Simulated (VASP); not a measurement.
# Fe (Im-3m) in VASP: relaxation of cell and atoms with PBEsol

Aim: the relaxation of cell and atoms of Fe with PBEsol.

Program: VASP 6.6.1. These are calculated values, not measurements. Logs are shortened: lines on timing, memory, paths and dates and some standing lists are left out, and cuts for length are marked.

## Step 1: The cell of the first run

It takes space group Im-3m (No. 229, cubic). The conventional cell has a = 2.788 Å, b = 2.788 Å, c = 2.788 Å, α = 90.00°, β = 90.00°, γ = 90.00°. Fe (site symmetry m-3m) has 14 Fe at 2.41 to 2.79 Å within 3.2 Å.

## Step 2: Relaxation of cell and atoms, PBEsol, collinear spin, ferromagnetic start

File INCAR:

```
SYSTEM = Fe
PREC     = Accurate       ! precision mode
ENCUT    = 600            ! plane-wave cutoff, eV
EDIFF    = 1E-6           ! SCF threshold, eV
ISMEAR   = -1             ! smearing method
SIGMA    = 0.08           ! smearing width, eV
LREAL    = .FALSE.        ! projectors in reciprocal space
LASPH    = .TRUE.         ! aspherical terms in the spheres
NELM     = 150            ! most SCF steps
ALGO     = Normal         ! electronic algorithm
ISIF     = 3              ! what is computed and relaxed
LWAVE    = .FALSE.        ! write WAVECAR
LCHARG   = .FALSE.        ! write CHGCAR
ISPIN    = 2              ! spin polarisation
MAGMOM   = 2.5            ! initial moments
LORBIT   = 11             ! projections on sites
LMAXMIX  = 4              ! l up to which the mixer works
GGA      = PS             ! functional
IBRION   = 2              ! ionic algorithm
NSW      = 60             ! ionic steps
EDIFFG   = -0.005         ! ionic threshold
```

File KPOINTS:

```
Automatic mesh
0
G
  21 21 21
  0 0 0
```

File POSCAR:

```
Fe
1.0
   -1.3940650116      1.3940650116      1.3940650116
    1.3940650116     -1.3940650116      1.3940650116
    1.3940650116      1.3940650116     -1.3940650116
Fe
1
Direct
    0.0000000000      0.0000000000      0.0000000000
```

Potentials or basis: VASP PAW PBE potentials, release 64 (Fe).

Run with:

```
> cat potpaw_PBE.64/Fe/POTCAR > POTCAR
> mpirun -np 1 vasp_std > vasp.out
```

OUTCAR:

```text
SYSTEM = Fe
   PREC = Accurate
   ENCUT = 600
   EDIFF = 1E-6
   ISMEAR = -1
   LREAL = .FALSE.
   LASPH = .TRUE.
   NELM = 150
   ISIF = 3
   ISPIN = 2
   LORBIT = 11
   GGA = PS
   IBRION = 2
   NSW = 60
   EDIFFG = -0.005

 ion  position               nearest neighbor table
   1  0.000  0.000  0.000-

  LATTYP: Found a body centered cubic cell.
 ALAT       =     2.7881300232

  Lattice vectors:

 A1 = (  -1.3940650116,   1.3940650116,   1.3940650116)
 A2 = (   1.3940650116,  -1.3940650116,   1.3940650116)
 A3 = (   1.3940650116,   1.3940650116,  -1.3940650116)

Analysis of symmetry for initial positions (statically):
=====================================================================
 Subroutine PRICEL returns:
 Original cell was already a primitive cell.

 Routine SETGRP: Setting up the symmetry group for a
 body centered cubic supercell.

 Subroutine GETGRP returns: Found 48 space group operations
 (whereof 48 operations were pure point group operations)
 out of a pool of 48 trial point group operations.

The static configuration has the point symmetry O_h .

Analysis of symmetry for dynamics (positions and initial velocities):
=====================================================================
 Subroutine PRICEL returns:
 Original cell was already a primitive cell.

 Routine SETGRP: Setting up the symmetry group for a
 body centered cubic supercell.

 Subroutine GETGRP returns: Found 48 space group operations
 (whereof 48 operations were pure point group operations)
 out of a pool of 48 trial point group operations.

The dynamic configuration has the point symmetry O_h .

Analysis of structural, dynamic, and magnetic symmetry:
=====================================================================
 Subroutine PRICEL returns:
 Original cell was already a primitive cell.

 Routine SETGRP: Setting up the symmetry group for a
 body centered cubic supercell.

 Subroutine GETGRP returns: Found 48 space group operations
 (whereof 48 operations were pure point group operations)
 out of a pool of 48 trial point group operations.

The overall configuration has the point symmetry O_h .

 Subroutine INISYM returns: Found 48 space group operations
 (whereof 48 operations are pure point group operations),
 and found     1 'primitive' translations

----------------------------------------------------------------------------------------

                                     Primitive cell

  volume of cell :      10.8370

  direct lattice vectors                    reciprocal lattice vectors
    -1.394065012  1.394065012  1.394065012     0.000000000  0.358663331  0.358663331
[... 104 lines left out ...]
     AMIX_MAG =   1.60;   BMIX_MAG =  1.00
  volume/ion in A,a.u.               =      10.84        73.13
  Fermi-wavevector in a.u.,A,eV,Ry     =   1.479569  2.795979 29.784834  2.189124
  Thomas-Fermi vector in A             =   2.593710
   LORBIT       =     11    0 simple, 1 ext, 2 COOP (PROOUT), +10 PAW based schemes
   GGA     = PS    functional components
   LHFCALC =     F    Hartree Fock is set to
   AEXX    =    0.0000 exact exchange contribution
   IVDW    =     0    specifies the selected vdW correction
   LEPSILON=     F    determine dielectric tensor
   LRPA    =     F    only Hartree local field effects (RPA)
 conjugate gradient relaxation of ions
 spin polarized calculation
  energy-cutoff  :      600.00
  volume of cell :       10.84
 maximum number of plane-waves:       372
   NGX =  9   NGY =  9   NGZ =  9

--------------------------------------- Ionic step        1  -------------------------------------------

 number of electron       8.0000000 magnetization       2.1037229

 Free energy of the ion-electron system (eV)
  ---------------------------------------------------
  ext. energy  EPLUGINS =         0.00000000
  ---------------------------------------------------
  free energy    TOTEN  =        -8.92861417 eV

  energy without entropy =       -8.90939160  energy(sigma->0) =       -8.91900288

------------------------ aborting loop because EDIFF is reached ----------------------------------------

  FORCE on cell =-STRESS in cart. coord.  units (eV):
  Direction    XX          YY          ZZ          XY          YZ          ZX
  --------------------------------------------------------------------------------------
  -------------------------------------------------------------------------------------
  Total       -0.0277137     -0.0277137     -0.0277137     -0.0000000     -0.0000000      0.0000000
  in kB       -4.0972763     -4.0972763     -4.0972763     -0.0000000     -0.0000000      0.0000000
  external PRESSURE =      -4.0972763 kB  Pullay stress =       0.0000000 kB
[... 57 lines left out ...]
--------------------------------------- Ionic step        3  -------------------------------------------

 number of electron       8.0000000 magnetization       2.1017590

 Free energy of the ion-electron system (eV)
  ---------------------------------------------------
  ext. energy  EPLUGINS =         0.00000000
  ---------------------------------------------------
  free energy    TOTEN  =        -8.92864304 eV

  energy without entropy =       -8.90945094  energy(sigma->0) =       -8.91904699

 E-fermi :   6.2261     XC(G=0): -13.5598

 val. band max:        6.2260023696   @ k =  -0.3810   0.4762   0.1429
 cond. band min:       6.2262651720   @ k =  -0.3810   0.4762   0.1905
 fundamental gap:      0.0002628024
 Fermi energy:         6.2260845444

 spin component 1

 k-point     1 :       0.0000    0.0000    0.0000
  band No.  band energies     occupation
      1      -2.6294      1.00000
      2       3.7861      1.00000
      3       3.7861      1.00000
      4       3.7861      1.00000
      5       5.1495      1.00000
      6       5.1495      1.00000
      7      31.5930      0.00000
      8      31.5930      0.00000
      9      31.5930      0.00000
[... 265 lines left out ...]
 k-point    24 :       0.1905    0.0952   -0.0000
  band No.  band energies     occupation
      1      -0.2232      1.00000
      2       3.2252      1.00000
      3       3.4326      1.00000
      4       4.8609      1.00000
      5       5.2402      1.00000
      6       5.3272      0.99999
      7      23.1754      0.00000
      8      26.1011      0.00000
      9      30.0842      0.00000

 [... further k-points ...]

 spin component 2

 k-point     1 :       0.0000    0.0000    0.0000
  band No.  band energies     occupation
      1      -2.3634      1.00000
      2       5.6193      0.99949
      3       5.6193      0.99949
      4       5.6193      0.99949
      5       7.7172      0.00000
      6       7.7173      0.00000
      7      31.5214      0.00000
      8      31.5214      0.00000
      9      31.5214      0.00000
[... 304 lines left out ...]
  FREE ENERGIE OF THE ION-ELECTRON SYSTEM (eV)
  ---------------------------------------------------
  free  energy   TOTEN  =        -8.9286430423 eV

  energy  without entropy=       -8.9094509407  energy(sigma->0) =       -8.91904699

 reached required accuracy - stopping structural energy minimisation

 total charge

# of ion       s       p       d       tot
------------------------------------------
    1        0.511   0.590   6.279   7.380

 magnetization (x)

# of ion       s       p       d       tot
------------------------------------------
    1       -0.013  -0.049   2.145   2.083
```

OSZICAR:

```text
N       E                     dE             d eps       ncg     rms          rms(c)
DAV:   1     0.173404896103E+02    0.17340E+02   -0.45364E+03 10704   0.123E+03
DAV:   2    -0.975739226679E+01   -0.27098E+02   -0.25486E+02 10377   0.139E+02
[... 20 lines left out ...]
DAV:   1    -0.892900059672E+01   -0.39131E-03   -0.79956E-03 10748   0.161E+00    0.179E-01
DAV:   2    -0.892867770275E+01    0.32289E-03   -0.34350E-03 10833   0.894E-01    0.151E-01
DAV:   3    -0.892865056896E+01    0.27134E-04   -0.18815E-04 10999   0.223E-01    0.596E-02
DAV:   4    -0.892864660334E+01    0.39656E-05   -0.21128E-06  8780   0.241E-02    0.132E-02
DAV:   5    -0.892864295223E+01    0.36511E-05   -0.39783E-06 10423   0.196E-02    0.195E-03
DAV:   6    -0.892864304226E+01   -0.90021E-07   -0.70420E-08  5179   0.268E-03
   3 F= -.89286430E+01 E0= -.89190470E+01  d E =-.288756E-04  mag=     2.1018
```

CONTCAR:

```text
Fe
   1.00000000000000
    -1.3931919661275571    1.3931919661275571    1.3931919661275571
     1.3931919661275571   -1.3931919661275571    1.3931919661275571
     1.3931919661275571    1.3931919661275571   -1.3931919661275571
  Fe
     1
Direct
     0.0000000000000000    0.0000000000000000    0.0000000000000000

  0.00000000E+00  0.00000000E+00  0.00000000E+00
```

Run time: 60 s. Hardware: 1 thread of AMD EPYC 9R45 (Zen 5), shared host; peak memory 0.15 GiB.

What came out:

| Quantity | Value |
| --- | --- |
| Free energy | -8.9286 eV |
| Relaxed volume | 10.82 Å³/atom |
| Relaxed cell | a = 2.413 Å, b = 2.413 Å, c = 2.413 Å, α = 109.47°, β = 109.47°, γ = 109.47° |
| Space group after relaxing (to 0.05 Å) | Im-3m (No. 229) |
| Energy gained by relaxing | 0.0 meV/atom |
| Ionic steps | 3 |
| Pressure after relaxing | 0.0 GPa |
| Net moment | 2.10 μB per cell |
| Site moments | Fe +2.08 μB |
| Valence electrons inside the program's atomic spheres | Fe 7.38 |

Final structure:
```
Fe
1.0
    -1.39319    1.39319    1.39319
     1.39319   -1.39319    1.39319
     1.39319    1.39319   -1.39319
Fe
1
Direct
  0.00000 0.00000 0.00000
```

Caveat: the PAW data sets were made with another functional, which shifts forces and pressure a little.
